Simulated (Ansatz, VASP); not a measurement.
Bi2Se3: VASP beside Ansatz

File INCAR:

```
  PREC = Accurate
  ENCUT = 500
  EDIFF = 1E-6
  ISMEAR = 0
  SIGMA = 0.01
  LREAL = F
  LASPH = T
  NELM = 120
  ALGO = Normal
  ISIF = 2
  LWAVE = F
  LCHARG = F
  GGA = PE
  NBANDS = 32
  GGA_COMPAT = F
```

File KPOINTS:

```
Automatic mesh
0
Gamma
  6 6 6
```

Contents of POSCAR:

```
Bi2Se3
1.0
    2.0715000000      1.1959810826      9.5453333333
   -2.0715000000      1.1959810826      9.5453333333
    0.0000000000     -2.3919621653      9.5453333333
Bi Se
2 3
Direct
    0.4007996667      0.4007996667      0.4007996667
    0.5992003333      0.5992003333      0.5992003333
    0.0000000000      0.0000000000      0.0000000000
    0.2117003333      0.2117003333      0.2117003333
    0.7882996667      0.7882996667      0.7882996667
```

Input for Ansatz:

```yaml
crystal:
  lattice:
    a: 4.143
    b: 4.143
    c: 28.636
    alpha: 90.0
    beta: 90.0
    gamma: 120.0
  space_group: 166
  atoms:
    - { symbol: Bi, position: [0.6666666666666666, 0.3333333333333333, 0.734133] }
    - { symbol: Se, position: [0.0, 0.0, 0.0] }
    - { symbol: Se, position: [0.3333333333333333, 0.6666666666666666, 0.878367] }
  reduce_to_primitive: true
basis:
  ecutwfc: 475.0
kpoints:
  mp_grid:
    grid: [6, 6, 6]
hamiltonian:
  xc: pbe
scf:
  occupations:
    method: fixed
output:
  eigenvalues: true
```

Alike in both runs: task single point; functional PBE; k mesh 6 × 6 × 6; no spin polarisation.

|  | VASP | Ansatz |
| --- | --- | --- |
| version | VASP 6.6.1 | Ansatz 0.2.0 |
| potentials or method | VASP PAW PBE potentials, release 64 (Bi_d, Se), cutoff 500 eV | plane waves, PAW |
| occupations | gaussian, width 0.01 eV | fixed |
| valence electrons in the cell | 48 | 78 |

|  | VASP | Ansatz | Ansatz less VASP |
| --- | --- | --- | --- |
| gap on the k mesh at the Fermi level (eV) | 0.22 | 0.22 | +0.002 |

VASP's potentials hold 48 valence electrons a cell and Ansatz's 78, so a difference there can come from the potentials and not from the codes.

Spin-orbit coupling is off throughout.
